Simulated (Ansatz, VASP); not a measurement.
One calculation of SiC, two programs

INCAR

```
SYSTEM = SiC
PREC = Accurate ; ENCUT = 520
EDIFF = 1E-6 ; ISMEAR = 0
SIGMA = 0.05 ; LREAL = .False.
LASPH = .True. ; NELM = 60
ALGO = Normal ; ISIF = 2
LWAVE = .False. ; LCHARG = .True.
GGA = PE ; LELF = .True.
LVHAR = .True. ; NBANDS = 11
```

Contents of KPOINTS:

```
Automatic mesh
0
Gamma
  12 12 12
  0 0 0
```

Contents of POSCAR:

```
SiC
1.0
    0.0000000000      2.1740000000      2.1740000000
    2.1740000000      0.0000000000      2.1740000000
    2.1740000000      2.1740000000      0.0000000000
Si C
1 1
Direct
    0.0017036322      0.0017036322      0.0017036322
    0.7460164425      0.7460164425      0.7460164425
```

Input for Ansatz:

```yaml
crystal:
  lattice:
    - [0.0, 2.174, 2.174]
    - [2.174, 0.0, 2.174]
    - [2.174, 2.174, 0.0]
  atoms:
    - { symbol: Si, position: [0.0017036322, 0.0017036322, 0.0017036322] }
    - { symbol: C, position: [0.7460164425, 0.7460164425, 0.7460164425] }
basis:
  ecutwfc: 420
kpoints:
  mp_grid: { grid: [12, 12, 12] }
hamiltonian:
  xc: pbe
scf:
  occupations: { method: gaussian, width: 0.05 }
output:
  forces: true
  stress: true
  eigenvalues: true
```

Change from the starting cell: mode 4 (793.9 1/cm) frozen in, largest displacement -0.030 Å.

Alike in both runs: task single point; functional PBE; k mesh 12 × 12 × 12; occupations gaussian, width 0.05 eV; no spin polarisation.

|  | VASP | Ansatz |
| --- | --- | --- |
| version | VASP 6.6.1 | Ansatz 0.2.0 |
| potentials or method | VASP PAW PBE potentials, release 64 (Si, C), cutoff 520 eV | scalar-relativistic, plane waves, PAW |
| valence electrons in the cell | 8 | 8 |

```tsv
	VASP	Ansatz	Ansatz less VASP
gap on the k mesh at the Fermi level (eV)	1.12	1.12	+0.003
least direct gap on the mesh (eV)	4.48	4.48	+0.003
pressure (GPa)	5.0	5.0	+0.06
traceless stress, the component that is largest in VASP (GPa)	-1.50	-1.50	-0.003
rms of the force components (eV/Å)	0.440	0.441	+0.0001
```

Atom by atom the forces differ by 0.000 eV/Å (rms over components).
